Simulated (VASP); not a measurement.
# CaSe (Pm-3m) in VASP: further runs

The runs below take CaSe through single point, with r2SCAN, PBE, HSE06.

Program: VASP 6.6.1. These are calculated values, not measurements. Logs are shortened: lines on timing, memory, paths and dates and some standing lists are left out, and cuts for length are marked.

### 1 The cell of the first run

The structure is cubic, space group Pm-3m (No. 221). Conventional cell: a = 3.635 Å, b = 3.635 Å, c = 3.635 Å, α = 90.00°, β = 90.00°, γ = 90.00°. Within 4.1 Å of Ca (site symmetry m-3m) lie 8 Se at 3.15 Å and 6 Ca at 3.63 Å. Within 4.1 Å of Se (site symmetry m-3m) lie 8 Ca at 3.15 Å and 6 Se at 3.63 Å.

### 2 Single point, r2SCAN

The input, POSCAR:

```
CaSe
1.0
    3.6347849158      0.0000000000      0.0000000000
    0.0000000000      3.6347849158      0.0000000000
    0.0000000000      0.0000000000      3.6347849158
Ca Se
1 1
Direct
    0.0000000000      0.0000000000      0.0000000000
    0.5000000000      0.5000000000      0.5000000000
```

The input, INCAR.step1:

```
SYSTEM = CaSe
PREC     = Accurate       ! precision mode
ENCUT    = 520            ! plane-wave cutoff, eV
ISMEAR   = 0              ! smearing method
SIGMA    = 0.01           ! smearing width, eV
LREAL    = .FALSE.        ! projectors in reciprocal space
LASPH    = .TRUE.         ! aspherical terms in the spheres
NELM     = 80             ! most SCF steps
NBANDS   = 15             ! bands
GGA      = PE             ! functional
ALGO     = Normal         ! electronic algorithm
EDIFF    = 1E-4           ! SCF threshold, eV
LWAVE    = .TRUE.         ! write WAVECAR
LCHARG   = .FALSE.        ! write CHGCAR
```

The input, INCAR.step2:

```
SYSTEM = CaSe
PREC     = Accurate       ! precision mode
ENCUT    = 520            ! plane-wave cutoff, eV
EDIFF    = 1E-6           ! SCF threshold, eV
ISMEAR   = 0              ! smearing method
SIGMA    = 0.01           ! smearing width, eV
LREAL    = .FALSE.        ! projectors in reciprocal space
LASPH    = .TRUE.         ! aspherical terms in the spheres
NELM     = 80             ! most SCF steps
ALGO     = Normal         ! electronic algorithm
ISIF     = 2              ! what is computed and relaxed
LWAVE    = .FALSE.        ! write WAVECAR
LCHARG   = .FALSE.        ! write CHGCAR
METAGGA  = R2SCAN         ! meta-GGA
LMIXTAU  = .TRUE.       
NBANDS   = 15             ! bands
ISTART   = 1
```

The input, KPOINTS:

```
Automatic mesh
0
G
  4 4 4
  0 0 0
```

Potentials or basis: VASP PAW PBE potentials, release 64 (Ca_sv, Se).

On the command line:

```console
$ cat potpaw_PBE.64/Ca_sv/POTCAR potpaw_PBE.64/Se/POTCAR > POTCAR
$ cp INCAR.step1 INCAR
$ mpirun -np 1 vasp_std > vasp.out
$ cp INCAR.step2 INCAR
$ mpirun -np 1 vasp_std > vasp.out
```

OUTCAR:

```text
SYSTEM = CaSe
   PREC = Accurate
   ENCUT = 520
   EDIFF = 1E-6
   ISMEAR = 0
   LREAL = .FALSE.
   LASPH = .TRUE.
   NELM = 80
   ISIF = 2
   METAGGA = R2SCAN
   ISTART = 1

 ion  position               nearest neighbor table
   1  0.000  0.000  0.000-
   2  0.500  0.500  0.500-

  LATTYP: Found a simple cubic cell.
 ALAT       =     3.6347849158

  Lattice vectors:

 A1 = (   3.6347849158,   0.0000000000,   0.0000000000)
 A2 = (   0.0000000000,   3.6347849158,   0.0000000000)
 A3 = (   0.0000000000,   0.0000000000,   3.6347849158)

Analysis of symmetry for initial positions (statically):
=====================================================================
 Subroutine PRICEL returns:
 Original cell was already a primitive cell.

 Routine SETGRP: Setting up the symmetry group for a
 simple cubic supercell.

 Subroutine GETGRP returns: Found 48 space group operations
 (whereof 48 operations were pure point group operations)
 out of a pool of 48 trial point group operations.

The static configuration has the point symmetry O_h .

Analysis of symmetry for dynamics (positions and initial velocities):
=====================================================================
 Subroutine PRICEL returns:
 Original cell was already a primitive cell.

 Routine SETGRP: Setting up the symmetry group for a
 simple cubic supercell.

 Subroutine GETGRP returns: Found 48 space group operations
 (whereof 48 operations were pure point group operations)
 out of a pool of 48 trial point group operations.

The dynamic configuration has the point symmetry O_h .

 Subroutine INISYM returns: Found 48 space group operations
 (whereof 48 operations are pure point group operations),
 and found     1 'primitive' translations

----------------------------------------------------------------------------------------

                                     Primitive cell

  volume of cell :      48.0215

  direct lattice vectors                    reciprocal lattice vectors
     3.634784916  0.000000000  0.000000000     0.275119443  0.000000000  0.000000000
     0.000000000  3.634784916  0.000000000     0.000000000  0.275119443  0.000000000
     0.000000000  0.000000000  3.634784916     0.000000000  0.000000000  0.275119443

  length of vectors
     3.634784916  3.634784916  3.634784916     0.275119443  0.275119443  0.275119443

  position of ions in fractional coordinates (direct lattice)
     0.000000000  0.000000000  0.000000000
     0.500000000  0.500000000  0.500000000

  ion indices of the primitive-cell ions
   primitive index   ion index
                 1           1
                 2           2

----------------------------------------------------------------------------------------

 KPOINTS: Automatic mesh

Automatic generation of k-mesh.
 Grid dimensions read from file:
 generate k-points for:    4    4    4

 Generating k-lattice:

  Cartesian coordinates                     Fractional coordinates (reciprocal lattice)
     0.068779861  0.000000000  0.000000000     0.250000000  0.000000000  0.000000000
     0.000000000  0.068779861  0.000000000     0.000000000  0.250000000  0.000000000
     0.000000000  0.000000000  0.068779861     0.000000000  0.000000000  0.250000000

  Length of vectors
     0.068779861  0.068779861  0.068779861

  Shift w.r.t. Gamma in fractional coordinates (k-lattice)
     0.000000000  0.000000000  0.000000000

 Subroutine IBZKPT returns following result:
 ===========================================

 Found     10 irreducible k-points:

 Following reciprocal coordinates:
            Coordinates               Weight
  0.000000  0.000000  0.000000      1.000000
  0.250000  0.000000  0.000000      6.000000
  0.500000  0.000000  0.000000      3.000000
  0.250000  0.250000  0.000000     12.000000
  0.500000  0.250000  0.000000     12.000000
  0.500000  0.500000  0.000000      3.000000
  0.250000  0.250000  0.250000      8.000000
  0.500000  0.250000  0.250000     12.000000
  0.500000  0.500000  0.250000      6.000000
  0.500000  0.500000  0.500000      1.000000
   k-points           NKPTS =     10   k-points in BZ     NKDIM =     10   number of bands    NBANDS=     15
   number of dos      NEDOS =    301   number of ions     NIONS =      2
   total plane-waves  NPLWV =  21952
   dimension x,y,z NGX =    28 NGY =   28 NGZ =   28
   dimension x,y,z NGXF=    56 NGYF=   56 NGZF=   56
   ions per type =               1   1
   NGX,Y,Z   is equivalent  to a cutoff of  12.81, 12.81, 12.81 a.u.
   NGXF,Y,Z  is equivalent  to a cutoff of  25.61, 25.61, 25.61 a.u.
 SYSTEM =  CaSe
   PREC   = accura    normal or accurate (medium, high low for compatibility)
   ISTART =      1    job   : 0-new  1-cont  2-samecut
   ICHARG =      0    charge: 1-file 2-atom 10-const
   ISPIN  =      1    spin polarized calculation?
   LNONCOLLINEAR =      F non collinear calculations
   LSORBIT =      F    spin-orbit coupling
   LASPH  =      T    aspherical Exc in radial PAW
   ENCUT  =  520.0 eV  38.22 Ry    6.18 a.u.   6.76  6.76  6.76*2*pi/ulx,y,z
   NELM   =     80;   NELMIN=  2; NELMDL=  0     # of ELM steps
   EDIFF  = 0.1E-05   stopping-criterion for ELM
   LREAL  =      F    real-space projection
[... 7 lines left out ...]
   TEBEG  =    0.0;   TEEND  =   0.0 temperature during run
   PSTRESS=    0.0 pullay stress
   NELECT =      16.0000    total number of electrons
   NUPDOWN=      -1.0000    fix difference up-down
   EMIN   =  10.00;   EMAX   =-10.00  energy-range for DOS
   EFERMI =   0.00;   METHOD = LEGACY
   ISMEAR =     0;   SIGMA  =   0.01  broadening in eV -4-tet -1-fermi 0-gaus
   EFERMI_NEDOS =   21; number of points for ismear=-14 and -15
   IALGO  =     38    algorithm
   IMIX   =      4    mixing-type and parameters
     AMIX     =   0.40;   BMIX     =  1.00
     AMIX_MAG =   1.60;   BMIX_MAG =  1.00
  volume/ion in A,a.u.               =      24.01       162.03
  Fermi-wavevector in a.u.,A,eV,Ry     =   1.134931  2.144709 17.525233  1.288068
  Thomas-Fermi vector in A             =   2.271635
   LORBIT       =      0    0 simple, 1 ext, 2 COOP (PROOUT), +10 PAW based schemes
   METAGGA = R2SCAN    functional components
   LHFCALC =     F    Hartree Fock is set to
   AEXX    =    0.0000 exact exchange contribution
   IVDW    =     0    specifies the selected vdW correction
   LEPSILON=     F    determine dielectric tensor
   LRPA    =     F    only Hartree local field effects (RPA)
 non-spin polarized calculation
 Gauss-broadening in eV      SIGMA  =   0.01
  energy-cutoff  :      520.00
  volume of cell :       48.02
 maximum number of plane-waves:      1328
 NGX is ok and might be reduce to    28
   NGX = 13   NGY = 13   NGZ = 13

 number of electron      16.0000007 magnetization

 Free energy of the ion-electron system (eV)
  ---------------------------------------------------
  ext. energy  EPLUGINS =         0.00000000
  ---------------------------------------------------
  free energy    TOTEN  =       -25.16548429 eV

  energy without entropy =      -25.16548429  energy(sigma->0) =      -25.16548429

 E-fermi :   4.1878     XC(G=0): -10.0129

 val. band max:        4.0840003906   @ k =   0.5000   0.5000   0.0000
 cond. band min:       5.2988077950   @ k =   0.5000   0.5000   0.0000
 fundamental gap:      1.2148074044
 Fermi energy:         4.1878354110

 k-point     1 :       0.0000    0.0000    0.0000
  band No.  band energies     occupation
      1     -38.9508      2.00000
      2     -19.0078      2.00000
      3     -19.0078      2.00000
      4     -19.0078      2.00000
      5      -9.3919      2.00000
      6       3.1963      2.00000
      7       3.1963      2.00000
      8       3.1963      2.00000
      9       5.5848      0.00000
     10       5.5848      0.00000
     11       6.9660      0.00000
     12       8.9160      0.00000
     13       8.9160      0.00000
     14       8.9160      0.00000
     15      13.7892      0.00000

 k-point     2 :       0.2500    0.0000    0.0000
  band No.  band energies     occupation
      1     -38.9447      2.00000
      2     -19.0979      2.00000
      3     -18.9992      2.00000
      4     -18.9992      2.00000
      5      -9.0372      2.00000
      6       0.6670      2.00000
      7       3.1217      2.00000
      8       3.1217      2.00000
      9       5.9934      0.00000
     10       7.0623      0.00000
     11       9.0354      0.00000
     12       9.0472      0.00000
     13       9.2442      0.00000
     14       9.2442      0.00000
     15      12.4097      0.00000

 k-point     3 :       0.5000    0.0000    0.0000
  band No.  band energies     occupation
      1     -38.9387      2.00000
      2     -19.1860      2.00000
      3     -18.9905      2.00000
      4     -18.9905      2.00000
      5      -8.6223      2.00000
      6      -0.8759      2.00000
      7       3.0397      2.00000
      8       3.0397      2.00000
      9       6.5442      0.00000
     10       9.1872      0.00000
     11       9.3363      0.00000
     12       9.4449      0.00000
     13       9.8672      0.00000
     14       9.8672      0.00000
     15      11.0883      0.00000

 k-point     4 :       0.2500    0.2500    0.0000
  band No.  band energies     occupation
      1     -38.9388      2.00000
      2     -19.0898      2.00000
      3     -19.0767      2.00000
      4     -18.9913      2.00000
      5      -8.7694      2.00000
      6       0.7906      2.00000
      7       1.3622      2.00000
      8       3.2974      2.00000
      9       6.5460      0.00000
     10       7.9059      0.00000
     11       8.1340      0.00000
     12       8.2572      0.00000
     13       9.5294      0.00000
     14      10.9984      0.00000
     15      12.8874      0.00000
[... 55 lines left out ...]
 k-point     8 :       0.5000    0.2500    0.2500
  band No.  band energies     occupation
      1     -38.9273      2.00000
      2     -19.1489      2.00000
      3     -19.0616      2.00000
      4     -19.0550      2.00000
      5      -8.2525      2.00000
      6       0.0213      2.00000
      7       1.3978      2.00000
      8       1.9401      2.00000
      9       7.0713      0.00000
     10       7.1293      0.00000
     11       7.8066      0.00000
     12       9.6742      0.00000
     13      10.1049      0.00000
     14      11.3322      0.00000
     15      11.7504      0.00000

 k-point     9 :       0.5000    0.5000    0.2500
  band No.  band energies     occupation
      1     -38.9216      2.00000
      2     -19.1322      2.00000
      3     -19.1322      2.00000
      4     -19.0481      2.00000
      5      -8.0120      2.00000
      6       0.3818      2.00000
      7       0.3818      2.00000
      8       1.7739      2.00000
      9       6.4133      0.00000
     10       7.9103      0.00000
     11       7.9103      0.00000
     12       9.5154      0.00000
     13       9.9249      0.00000
     14      10.7767      0.00000
     15      11.9821      0.00000

 k-point    10 :       0.5000    0.5000    0.5000
  band No.  band energies     occupation
      1     -38.9161      2.00000
      2     -19.1190      2.00000
      3     -19.1190      2.00000
      4     -19.1190      2.00000
      5      -7.6866      2.00000
      6       0.3139      2.00000
      7       0.3139      2.00000
      8       0.3139      2.00000
      9       8.4486      0.00000
     10       8.4486      0.00000
     11       8.4486      0.00000
     12       9.9589      0.00000
     13       9.9589      0.00000
     14      10.3554      0.00000
     15      10.3554      0.00000

------------------------ aborting loop because EDIFF is reached ----------------------------------------

  FORCE on cell =-STRESS in cart. coord.  units (eV):
  Direction    XX          YY          ZZ          XY          YZ          ZX
  --------------------------------------------------------------------------------------
  -------------------------------------------------------------------------------------
  Total        0.1534636      0.1534636      0.1534636     -0.0000000      0.0000000      0.0000000
  in kB        5.1201146      5.1201146      5.1201146     -0.0000000      0.0000000      0.0000000
  external PRESSURE =       5.1201146 kB  Pullay stress =       0.0000000 kB

 VOLUME and BASIS-vectors are now :
 -----------------------------------------------------------------------------
  energy-cutoff  :      520.00
  volume of cell :       48.02
      direct lattice vectors                 reciprocal lattice vectors
     3.634784916  0.000000000  0.000000000     0.275119443  0.000000000  0.000000000
     0.000000000  3.634784916  0.000000000     0.000000000  0.275119443  0.000000000
     0.000000000  0.000000000  3.634784916     0.000000000  0.000000000  0.275119443

 POSITION                                       TOTAL-FORCE (eV/Angst)
 -----------------------------------------------------------------------------------
      0.00000      0.00000      0.00000         0.000000      0.000000      0.000000
      1.81739      1.81739      1.81739         0.000000      0.000000      0.000000
 -----------------------------------------------------------------------------------
    total drift:                                0.000000      0.000000      0.000000

  FREE ENERGIE OF THE ION-ELECTRON SYSTEM (eV)
  ---------------------------------------------------
  free  energy   TOTEN  =       -25.1654842860 eV

  energy  without entropy=      -25.1654842860  energy(sigma->0) =      -25.16548429
```

It took 72 s on 1 thread of AMD EPYC 7R13, shared host; peak memory 0.13 GiB.

Results:

| Item | Value |
| --- | --- |
| Free energy | -25.1655 eV |
| Pressure | 0.5 GPa |
| Band gap on the k mesh | 1.21 eV |

Levels at points of the mesh, in eV from the valence-band top:
```tsv
k point	band 5	band 6	band 7	band 8	band 9	band 10	band 11	band 12
(0.00, 0.00, 0.00)	-13.48	-0.89	-0.89	-0.89	1.50	1.50	2.88	4.83
(0.50, 0.00, 0.00)	-12.71	-4.96	-1.04	-1.04	2.46	5.10	5.25	5.36
(0.50, 0.50, 0.00)	-12.38	-3.64	-3.64	0.00	1.21	3.46	3.59	3.59
(0.50, 0.50, 0.50)	-11.77	-3.77	-3.77	-3.77	4.36	4.36	4.36	5.87
```

Caveat: the k points lie up to 0.43 Å⁻¹ apart; the structure was generated, so it needn't be the stable form of CaSe; the PAW data sets were made with another functional, which shifts forces and pressure a little.

### 3 Single point, PBE

The input, INCAR:

```
SYSTEM = CaSe
PREC = Accurate
ENCUT = 520
EDIFF = 1E-6
ISMEAR = 0
SIGMA = 0.01
LREAL = .False.
LASPH = .True.
NELM = 100
ALGO = Normal
ISIF = 2
LWAVE = .False.
LCHARG = .False.
GGA = PE
NBANDS = 15
```

The input, KPOINTS:

```
Automatic mesh
0
Gamma
  6 6 6
  0 0 0
```

POSCAR is that of step 2.

Potentials or basis: VASP PAW PBE potentials, release 64 (Ca_sv, Se).

On the command line:

```console
$ cat potpaw_PBE.64/Ca_sv/POTCAR potpaw_PBE.64/Se/POTCAR > POTCAR
$ mpirun -np 1 vasp_std > vasp.out
```

Wall time 21 s (1 thread of AMD EPYC 7R13, shared host); peak memory 0.13 GiB.

The run converged. Its results:

```yaml
Free_energy: -8.7934 eV
Pressure: 0.9 GPa
Band_gap_on_the_k_mesh: 0.76 eV
```

Levels at points of the mesh, in eV from the valence-band top:
| k point | band 4 | band 5 | band 6 | band 7 | band 8 | band 9 | band 10 | band 11 | band 12 | band 13 |
| --- | --- | --- | --- | --- | --- | --- | --- | --- | --- | --- |
| (0.00, 0.00, 0.00) | -22.26 | -13.04 | -0.87 | -0.87 | -0.87 | 1.08 | 1.08 | 2.08 | 4.37 | 4.37 |
| (0.50, 0.00, 0.00) | -22.25 | -12.30 | -4.92 | -1.05 | -1.05 | 2.01 | 4.62 | 4.63 | 4.79 | 5.29 |
| (0.50, 0.50, 0.00) | -22.23 | -11.99 | -3.56 | -3.56 | 0.00 | 0.76 | 2.93 | 3.17 | 3.17 | 5.35 |
| (0.50, 0.50, 0.50) | -22.38 | -11.42 | -3.70 | -3.70 | -3.70 | 3.85 | 3.85 | 3.85 | 5.42 | 5.42 |

Caveat: the structure was generated, so it needn't be the stable form of CaSe; semilocal functionals underestimate gaps, and a narrow one can read as zero. A k mesh can miss the band edges.

(Continued in part 2 of 2.)
